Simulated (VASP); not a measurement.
## SrTiO3: relaxation of the atoms with PBE

The system is SrTiO3.

```
Sr Ti O
1.0
     3.90500    0.00000    0.00000
     0.00000    3.90500    0.00000
     0.00000    0.00000    3.82690
Sr Ti O
1 1 3
Direct
  0.00000 0.00000 0.00000
  0.50000 0.50000 0.50000
  0.00000 0.50000 0.50000
  0.50000 0.00000 0.50000
  0.50000 0.50000 0.00000
```

This cell differs from its parent crystal: z stretched by -2 %.

- Program: VASP 6.6.1
- Task: relaxation of the atoms
- Functional: PBE
- Potentials or basis: VASP PAW PBE potentials, release 64 (Sr_sv, Ti_sv, O)
- Cutoff: 520 eV
- k mesh: 8 × 8 × 8
- Occupations: fermi-dirac, width 0.02 eV
- Spin: no spin polarisation
- Dipole correction: no
- Further INCAR settings: ALGO = Normal; EDIFF = 1e-07; IBRION = 2; EDIFFG = -0.02; NSW = 80

* Pressure after relaxing: 9.1 GPa
* Band gap on the k mesh: 1.86 eV (least direct gap 2.20 eV)

Stress tensor (GPa, compression positive):
```
 7.28  0.00  0.00
 0.00  7.28  0.00
 0.00  0.00 12.83
```

Final structure:
```
Sr Ti O
1.0
     3.90500    0.00000    0.00000
     0.00000    3.90500    0.00000
     0.00000    0.00000    3.82690
Sr Ti O
1 1 3
Direct
  0.00000 0.00000 0.00000
  0.50000 0.50000 0.50000
  0.00000 0.50000 0.50000
  0.50000 0.00000 0.50000
  0.50000 0.50000 0.00000
```

Levels at points of the mesh, in eV from the valence-band top:
```csv
k point,band 18,band 19,band 20,band 21,band 22,band 23
"(0.00, 0.00, 0.00)",-0.36,-0.36,-0.34,1.86,1.89,1.89
"(0.50, 0.00, 0.00)",-2.06,-0.73,-0.73,2.06,3.81,3.81
"(0.50, 0.50, 0.00)",-1.68,-1.68,-0.16,3.82,3.82,4.26
"(0.00, 0.00, 0.50)",-2.07,-0.76,-0.76,2.05,4.01,4.01
"(0.50, 0.00, 0.50)",-1.56,-1.56,-0.10,3.82,4.01,4.39
"(0.50, 0.50, 0.50)",-0.05,0.00,0.00,4.51,4.62,4.62
```

It took 48 s on 1 thread of AMD EPYC 9R45 96-Core Processor (Zen 5), with other jobs on the host, peak memory 0.22 GiB.

Caveat: the cell differs from its parent crystal (z stretched by -2 %); the relaxation stopped at its first step, so nothing moved. A k mesh can miss the band edges.
